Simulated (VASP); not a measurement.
Runs of VASP 6.6.1 on Si4C. The structure is that of space group P6_3/mmc (No. 194), or close to it. The cells are those of the table. 

```csv
task,cell,k mesh,cutoff (eV),k mesh for the DOS,occupations for the DOS,gap on the mesh (eV),pressure (GPa),relaxed volume (Å³/atom),largest force (eV/Å)
relaxation of cell and atoms,"relaxed from a = 2.790, b = 2.790, c = 21.842 Å, angles 90.0, 90.0, 120.0°, 10 atoms",6 × 6 × 1,600,-,-,none,0.1,12.59,0.02
single point,"a = 2.850, b = 2.850, c = 17.980 Å, angles 90.0, 90.0, 120.0°, 10 atoms",18 × 18 × 2,520,-,-,none,0.0,-,0.03
relaxation of cell and atoms,"relaxed from a = 2.857, b = 2.857, c = 17.919 Å, angles 90.0, 90.0, 120.0°, 10 atoms",18 × 18 × 2,600,-,-,-,0.1,12.65,-
single point,"a = 2.857, b = 2.857, c = 17.919 Å, angles 90.0, 90.0, 120.0°, 10 atoms",12 × 12 × 4,520,-,-,none,0.0,-,0.02
relaxation of cell and atoms,"relaxed from a = 2.931, b = 2.931, c = 16.926 Å, angles 90.0, 90.0, 120.0°, 10 atoms",12 × 12 × 4,600,-,-,-,0.1,12.65,0.01
single point,"a = 2.790, b = 2.790, c = 21.842 Å, angles 90.0, 90.0, 120.0°, 10 atoms",6 × 6 × 1,520,-,-,none,-10.2,-,(a)
single point,"a = 2.931, b = 2.931, c = 16.926 Å, angles 90.0, 90.0, 120.0°, 10 atoms",6 × 6 × 1,520,-,-,none,0.1,-,0.03
```

Alike in all rows: level PBE; potentials or basis VASP PAW PBE potentials, release 64 (Si, C); no spin polarisation; smearing gaussian 0.1 eV.

Fill in the values left out.

(a) 1.51.

Caveats: some runs use coarse meshes; the bands computed are all filled at some k points, so no gap is given (some runs); forces of over 1 eV/Å act on the atoms, so gaps and moduli don't describe the material at rest (some runs).

A gap of «none» marks levels without a gap at the run's occupations.
